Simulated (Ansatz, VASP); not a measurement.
# Mg in VASP and in Ansatz

INCAR

```
SYSTEM = Mg
  PREC = Accurate
  ENCUT = 520
  EDIFF = 1E-7
  ISMEAR = -1
  SIGMA = 0.08
  LREAL = .FALSE.
  LASPH = .TRUE.
  NELM = 60
  ALGO = Normal
  ISIF = 2
  LWAVE = .FALSE.
  LCHARG = .TRUE.
  GGA = PS
  LELF = .TRUE.
  LVHAR = .TRUE.
  NBANDS = 9
```

File KPOINTS:

```
Automatic mesh
0
G
  12 12 7
  0 0 0
```

The input POSCAR:

```
Mg
1.0
    3.2199336425      0.0000000000      0.0000000000
   -1.6099668212      2.7885443329      0.0000000000
    0.0000000000      0.0000000000      5.2276401936
Mg
2
Direct
    0.3333333333      0.6666666667      0.2500000000
    0.6666666667      0.3333333333      0.7500000000
```

Input for Ansatz:

```yaml
crystal:
  lattice:
    - [3.2199336425, 0.0, 0.0]
    - [-1.6099668212, 2.7885443329, 0.0]
    - [0.0, 0.0, 5.2276401936]
  atoms:
    - { symbol: Mg, position: [0.3333333333, 0.6666666667, 0.25] }
    - { symbol: Mg, position: [0.6666666667, 0.3333333333, 0.75] }
kpoints:
  mp_grid: { grid: [12, 12, 7] }
  band_path:
    path:
      - [0.0, 0.0, 0.0]
      - [0.5, 0.0, 0.0]
      - [0.3333333333, 0.3333333333, 0.0]
      - [0.0, 0.0, 0.0]
      - [0.0, 0.0, 0.5]
      - [0.5, 0.0, 0.5]
      - [0.3333333333, 0.3333333333, 0.5]
      - [0.0, 0.0, 0.5]
      - [0.5, 0.0, 0.5]
    npoints: 5
scf:
  occupations: { method: fermi_dirac, width: 0.08 }
hamiltonian:
  xc: pbesol
  pseudopotentials: { kind: all_electron, lapw: { basis_error: 0.0005 } }
output:
  forces: true
  stress: true
  eigenvalues: true
```

Change from the starting cell: volume scaled by 1.01.

Alike in both runs: task single point; functional PBEsol; k mesh 12 × 12 × 7; occupations fermi-dirac, width 0.08 eV; no spin polarisation.

```csv
,VASP,Ansatz
version,VASP 6.6.1,Ansatz 0.2.0
potentials or method,"VASP PAW PBE potentials, release 64 (Mg), cutoff 520 eV","all-electron LAPW, scalar-relativistic"
```

```tsv
	VASP	Ansatz	Ansatz less VASP
pressure (GPa)	-1.5	-1.5	+0.04
traceless stress, the component that is largest in VASP (GPa)	-0.51	-0.51	+0.001
```

VASP's potentials were made for PBE, not for PBEsol. Ansatz ran all-electron here, and VASP with PAW potentials.
